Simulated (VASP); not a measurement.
# WSe2 (P1) in VASP: a series of runs, part 2 of 2

VASP 6.6.1. The steps go on from the part before.

## Step 3: Single point, PBE+D3(BJ) (atoms moved at random and the cell strained at random)

INCAR reads:

```
  PREC = Accurate
  ENCUT = 520
  EDIFF = 1E-6
  ISMEAR = 0
  SIGMA = 0.05
  LREAL = F
  LASPH = T
  NELM = 100
  ALGO = Normal
  ISIF = 2
  LWAVE = F
  LCHARG = T
  GGA = PE
  IVDW = 12
  LELF = T
  LVHAR = T
  NBANDS = 35
```

KPOINTS reads:

```
regular mesh
0
Gamma
  12 12 2
```

POSCAR reads:

```
WSe2
1.0
    3.2903309810     -0.0394822392      0.0282891116
   -1.6793581126      2.8425486682      0.0278439280
    0.1115227812      0.1911365942     12.6184261655
W Se
2 4
Direct
    0.3214989676      0.6868515477      0.2675631839
    0.6027528139      0.2610963111      0.7457705527
    0.3464671057      0.7543581921      0.5791968325
    0.7338941845      0.3417687389      0.1670650695
    0.3373058691      0.6151996672      0.8579436890
    0.6580810592      0.3407255430      0.3824606725
```

Potentials or basis: VASP PAW PBE potentials, release 64 (W_sv, Se).

On the command line:

```
$ cat potpaw_PBE.64/W_sv/POTCAR potpaw_PBE.64/Se/POTCAR > POTCAR
$ mpirun -np 1 vasp_std > vasp.out
```

OUTCAR:

```text
PREC = Accurate
   ENCUT = 520
   EDIFF = 1E-6
   ISMEAR = 0
   LREAL = F
   LASPH = T
   NELM = 100
   ISIF = 2
   GGA = PE
   IVDW = 12
 IVDW          = 12

 ion  position               nearest neighbor table
   1  0.321  0.687  0.268-   4 2.12   4 2.22   6 2.33   6 2.38   6 2.44   4 2.52
   2  0.603  0.261  0.746-   5 2.28   5 2.29   5 2.54   3 2.58   3 2.94   3 3.03
   3  0.346  0.754  0.579-   2 2.58   2 2.94   2 3.03
   4  0.734  0.342  0.167-   1 2.12   1 2.22   1 2.52   6 2.73
   5  0.337  0.615  0.858-   2 2.28   2 2.29   2 2.54
   6  0.658  0.341  0.382-   1 2.33   1 2.38   1 2.44   4 2.73

  LATTYP: Found a triclinic cell.
 ALAT       =     3.2335067506
 B/A-ratio  =     1.0176844238
 C/A-ratio  =     3.9029967855
 COS(alpha) =     0.0172494458
 COS(beta)  =     0.0348886973
 COS(gamma) =     0.4879062888

  Lattice vectors:

 A1 = (  -1.6109728684,  -2.8030664290,  -0.0561330396)
 A2 = (  -3.2903309810,   0.0394822392,  -0.0282891116)
 A3 = (  -0.1115227812,  -0.1911365942, -12.6184261655)

Analysis of symmetry for initial positions (statically):
=====================================================================
 Subroutine PRICEL returns:
 Original cell was already a primitive cell.
[... 184 lines left out ...]

 k-point     1 :       0.0000    0.0000    0.0000
  band No.  band energies     occupation
      1     -67.4987      2.00000
      2     -67.4241      2.00000
      3     -32.0684      2.00000
      4     -31.9622      2.00000
      5     -31.8433      2.00000
      6     -31.7565      2.00000
[... 901 lines left out ...]
     34      12.1122      0.00000
     35      12.6020      0.00000

 [... further k-points ...]

------------------------ aborting loop because EDIFF is reached ----------------------------------------

 Edisp (eV)   -2.92569

 E8    (eV) :    -1.3064

  FORCE on cell =-STRESS in cart. coord.  units (eV):
  Direction    XX          YY          ZZ          XY          YZ          ZX
  --------------------------------------------------------------------------------------
  -------------------------------------------------------------------------------------
  Total      15.02161    21.02099    28.32670     4.68320    -0.20843     1.95384
  in kB     205.44538   287.49680   387.41447    64.05049    -2.85058    26.72207
  external pressure =      293.45 kB  Pullay stress =        0.00 kB

 VOLUME and BASIS-vectors are now :
 -----------------------------------------------------------------------------
  energy-cutoff  :      520.00
  volume of cell :      117.15
      direct lattice vectors                 reciprocal lattice vectors
     3.290330981 -0.039482239  0.028289112     0.306138536  0.180917879 -0.005446119
    -1.679358113  2.842548668  0.027843928     0.004298970  0.354389723 -0.005406084
     0.111522781  0.191136594 12.618426166    -0.000695815 -0.001187597  0.079273325

 POSITION                                       TOTAL-FORCE (eV/Angst)
 -----------------------------------------------------------------------------------
     -0.06579      1.99086      3.40445         6.836150     -0.609294      6.009345
      1.62795      0.86092      9.43477         2.675595      2.279419     -7.499962
     -0.06225      2.24133      7.33936        -0.134694     -1.152999      2.972849
      1.85943      0.97445      2.13838        -5.501250      0.607289    -12.690812
      0.17239      1.89940     10.85257        -2.533522     -1.231393      5.367551
      1.63576      1.01565      4.85416        -1.342279      0.106978      5.841029
 -----------------------------------------------------------------------------------
    total drift:                                0.000240      0.000138      0.000267

  FREE ENERGIE OF THE ION-ELECTRON SYSTEM (eV)
  ---------------------------------------------------
  free  energy   TOTEN  =       -40.0338021009 eV

  energy  without entropy=      -40.0329833825  energy(sigma->0) =      -40.03339274
```

OSZICAR:

```text
N       E                     dE             d eps       ncg     rms          rms(c)
DAV:   1     0.520680443426E+03    0.52068E+03   -0.28157E+04 11448   0.146E+03
DAV:   2    -0.571214459006E+01   -0.52639E+03   -0.50916E+03 11883   0.400E+02
DAV:   3    -0.379346660301E+02   -0.32223E+02   -0.31546E+02 12728   0.940E+01
DAV:   4    -0.386582187434E+02   -0.72355E+00   -0.71958E+00 12482   0.144E+01
DAV:   5    -0.386686708596E+02   -0.10452E-01   -0.10442E-01 12514   0.187E+00    0.401E+01
DAV:   6    -0.375380612359E+02    0.11306E+01   -0.57614E+00 11518   0.137E+01    0.174E+01
DAV:   7    -0.381433049877E+02   -0.60524E+00   -0.92602E+00 11997   0.119E+01    0.825E+00
DAV:   8    -0.371370719408E+02    0.10062E+01   -0.34693E+00 11812   0.850E+00    0.329E+00
DAV:   9    -0.371087532295E+02    0.28319E-01   -0.25766E-01 11975   0.290E+00    0.767E-01
DAV:  10    -0.371082149796E+02    0.53825E-03   -0.26420E-02 12412   0.782E-01    0.429E-01
DAV:  11    -0.371079736075E+02    0.24137E-03   -0.41687E-03 12219   0.334E-01    0.115E-01
DAV:  12    -0.371080649313E+02   -0.91324E-04   -0.23064E-04 12352   0.851E-02    0.549E-02
DAV:  13    -0.371080960393E+02   -0.31108E-04   -0.67329E-05 11706   0.458E-02    0.227E-02
DAV:  14    -0.371081084076E+02   -0.12368E-04   -0.24388E-05 10925   0.251E-02    0.112E-02
DAV:  15    -0.371081101040E+02   -0.16964E-05   -0.31368E-06  9930   0.980E-03    0.399E-03
DAV:  16    -0.371081104255E+02   -0.32148E-06   -0.10218E-06  7980   0.505E-03
   1 F= -.40033802E+02 E0= -.40033393E+02  d E =-.818718E-03
```

Wall time 4.9 min (1 thread of Intel Xeon 6975P-C (Granite Rapids), shared host); peak memory 0.61 GiB.

What came out:

| Property | Result |
| --- | --- |
| Free energy | -40.0338 eV |
| Pressure | 29.3 GPa |
| Largest force | 13.845 eV/Å |
| Band gap on the k mesh | zero (band 26 reaches 7.54 eV, above the bottom of band 27 at 6.57 eV) |
| Dispersion energy per atom | -0.488 eV |

Forces in eV/Å, atoms in the order of the input:
```
W     6.836  -0.609   6.009
W     2.676   2.279  -7.500
Se   -0.135  -1.153   2.973
Se   -5.501   0.607 -12.691
Se   -2.534  -1.231   5.368
Se   -1.342   0.107   5.841
```

Stress tensor (GPa, compression positive):
```
20.54  6.41  2.67
 6.41 28.75 -0.29
 2.67 -0.29 38.74
```

Levels at points of the mesh, in eV from the Fermi level:
```tsv
k point	band 22	band 23	band 24	band 25	band 26	band 27	band 28	band 29	band 30	band 31
(0.00, 0.00, 0.00)	-1.46	-0.78	-0.43	-0.25	0.32	0.83	1.12	1.65	2.42	2.78
(0.50, 0.00, 0.00)	-2.74	-2.48	-2.07	-1.23	-0.35	0.71	1.11	1.48	1.81	2.31
(0.00, 0.50, 0.00)	-3.18	-2.05	-1.62	-1.54	-0.83	0.87	1.24	1.52	2.11	2.31
(0.50, 0.50, 0.00)	-2.65	-2.49	-1.95	-0.89	-0.33	1.19	1.38	1.54	1.57	2.27
(0.00, 0.00, 0.50)	-1.43	-1.02	-0.43	-0.29	0.46	0.84	1.12	1.61	2.43	2.77
(0.50, 0.00, 0.50)	-2.77	-2.48	-2.03	-1.27	-0.36	0.70	1.11	1.51	1.83	2.35
(0.00, 0.50, 0.50)	-3.21	-2.05	-1.61	-1.54	-0.84	0.87	1.24	1.52	2.14	2.34
(0.50, 0.50, 0.50)	-2.66	-2.50	-1.95	-0.89	-0.32	1.19	1.40	1.54	1.57	2.27
```

Caveat: the cell differs from its parent crystal (atoms moved at random and the cell strained at random); spin-orbit coupling is left out, which moves the levels of the heavy elements; pairwise dispersion overbinds metals, which lowers pressure and volume; forces of over 1 eV/Å act on the atoms, so gaps and moduli don't describe the material at rest.

## Step 4: Single point, PBE+D3(BJ) (atoms moved at random and the cell strained at random)

INCAR reads:

```
SYSTEM = WSe2
PREC     = Accurate       ! precision mode
ENCUT    = 520            ! plane-wave cutoff, eV
EDIFF    = 1E-6           ! SCF threshold, eV
ISMEAR   = 0              ! smearing method
SIGMA    = 0.05           ! smearing width, eV
LREAL    = .FALSE.        ! projectors in reciprocal space
LASPH    = .TRUE.         ! aspherical terms in the spheres
NELM     = 80             ! most SCF steps
ALGO     = Normal         ! electronic algorithm
ISIF     = 2              ! what is computed and relaxed
LWAVE    = .FALSE.        ! write WAVECAR
LCHARG   = .FALSE.        ! write CHGCAR
GGA      = PE             ! functional
IVDW     = 12             ! dispersion correction
NBANDS   = 35             ! bands
```

KPOINTS reads:

```
regular mesh
0
G
  12 12 2
  0 0 0
```

POSCAR reads:

```
WSe2
1.0
    3.2177853314      0.0317011733      0.0000520394
   -1.5814386443      2.8530165840     -0.0427390155
    0.0002051522     -0.1944346596     13.1915334346
W Se
2 4
Direct
    0.3573449834      0.6967952183      0.2647153317
    0.6786070421      0.3620483469      0.7685177427
    0.3442368514      0.6685664449      0.6179335290
    0.6618701667      0.3401210842      0.1094112707
    0.2540497415      0.6602634085      0.8579013943
    0.7038912149      0.2722054972      0.3815207316
```

On the command line:

```
$ cat potpaw_PBE.64/W_sv/POTCAR potpaw_PBE.64/Se/POTCAR > POTCAR
$ mpirun -np 1 vasp_std > vasp.out
```

Wall time 4.2 min (1 thread of Intel Xeon 6975P-C (Granite Rapids), shared host); peak memory 0.6 GiB.

It converged, with:

| Quantity | Value |
| --- | --- |
| Free energy | -40.1199 eV |
| Pressure | 16.4 GPa |
| Largest force | 17.747 eV/Å |
| Band gap on the k mesh | zero (band 26 reaches 7.52 eV, above the bottom of band 27 at 6.59 eV) |
| Dispersion energy per atom | -0.465 eV |

Forces in eV/Å, atoms in the order of the input:
```
W     0.892  -3.942  -6.732
W    -8.325  -6.192 -14.399
Se   -0.105   0.132   1.627
Se    0.072   0.099   2.971
Se    8.459   6.068  12.890
Se   -0.994   3.836   3.644
```

Stress tensor (GPa, compression positive):
```
22.60 10.31 11.16
10.31 14.14 16.46
11.16 16.46 12.60
```

Levels at points of the mesh, in eV from the Fermi level:
| k point | band 24 | band 25 | band 26 | band 27 | band 28 | band 29 |
| --- | --- | --- | --- | --- | --- | --- |
| (0.00, 0.00, 0.00) | -0.66 | -0.33 | 0.77 | 1.12 | 1.40 | 1.48 |
| (0.50, 0.00, 0.00) | -1.70 | -1.53 | -0.69 | 0.62 | 1.02 | 1.33 |
| (0.00, 0.50, 0.00) | -1.50 | -0.80 | -0.64 | 0.84 | 1.33 | 1.58 |
| (0.50, 0.50, 0.00) | -1.35 | -0.80 | -0.74 | 1.02 | 1.27 | 1.73 |
| (0.00, 0.00, 0.50) | -0.66 | -0.32 | 0.75 | 1.11 | 1.39 | 1.47 |
| (0.50, 0.00, 0.50) | -1.70 | -1.51 | -0.69 | 0.62 | 1.07 | 1.28 |
| (0.00, 0.50, 0.50) | -1.50 | -0.78 | -0.67 | 0.83 | 1.39 | 1.54 |
| (0.50, 0.50, 0.50) | -1.34 | -0.80 | -0.78 | 1.01 | 1.43 | 1.65 |

Caveat: the cell differs from its parent crystal (atoms moved at random and the cell strained at random); spin-orbit coupling is left out, which moves the levels of the heavy elements; pairwise dispersion overbinds metals, which lowers pressure and volume; forces of over 1 eV/Å act on the atoms, so gaps and moduli don't describe the material at rest.

## Step 5: Summary

```csv
cell,gap on the mesh (eV),pressure (GPa),largest force (eV/Å)
"a = 3.278, b = 3.318, c = 12.900 Å, angles 90.0, 89.9, 119.6°, 6 atoms",none,13.8,9.71
"a = 3.291, b = 3.302, c = 12.620 Å, angles 89.0, 89.0, 121.3°, 6 atoms",none,29.3,13.85
"a = 3.218, b = 3.262, c = 13.193 Å, angles 91.5, 90.0, 118.4°, 6 atoms",none,16.4,17.75
```

Alike in all rows: task single point; level PBE+D3(BJ); potentials or basis VASP PAW PBE potentials, release 64 (W_sv, Se); no spin polarisation; k mesh 12 × 12 × 2; cutoff (eV) 520; smearing gaussian 0.05 eV.

Caveats: spin-orbit coupling is left out, which moves the levels of the heavy elements; pairwise dispersion overbinds metals, which lowers pressure and volume; forces of over 1 eV/Å act on the atoms, so gaps and moduli don't describe the material at rest.

Absolute energies hang on the potentials; compare differences alone.
